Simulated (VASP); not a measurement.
Crystal: In.

```xyz
2
Lattice="0.0000 3.2400 3.2400 3.2400 0.0000 3.2400 3.2400 3.2400 0.0000" Properties=species:S:1:pos:R:3 pbc="T T T"
In    6.4800    6.4800    6.4800
In    1.6200    1.6200    1.6200
```

This isn't the form of In at room conditions, which is tetragonal.

```yaml
Program: VASP 6.6.1
Task: relaxation of cell and atoms
Functional: r2SCAN
Potentials_or_basis: VASP PAW PBE potentials, release 64 (In_d)
Cutoff: 550 eV
k_mesh: 6 × 6 × 6
Occupations: fermi-dirac, width 0.05 eV
Spin: no spin polarisation
```

At the start: pressure 1.9 GPa; volume 34.01 Å³/atom.

Question: How do energy, volume and symmetry change on relaxing?

Answer: Over 3 steps the energy falls by 13.3 meV/atom and the volume is 36.56 Å³/atom (+7.5 %); space group Fd-3m (No. 227, to 0.1 Å) before and after.

Step by step:
| step | energy change (eV) | largest force (eV/Å) | pressure (GPa) | volume (Å³) |
| --- | --- | --- | --- | --- |
| 1 | 0.0000 | 0.0000 | 1.93 | 68.02 |
| 2 | -0.0259 | 0.0000 | 0.25 | 72.14 |
| 3 | -0.0265 | 0.0000 | -0.04 | 73.13 |

Final structure:
```
In
1.0
     0.00000    3.31908    3.31908
     3.31908    0.00000    3.31908
     3.31908    3.31908    0.00000
In
2
Direct
  0.00000 0.00000 0.00000
  0.25000 0.25000 0.25000
```

Caveat: the PAW data sets were made with another functional, which shifts forces and pressure a little.
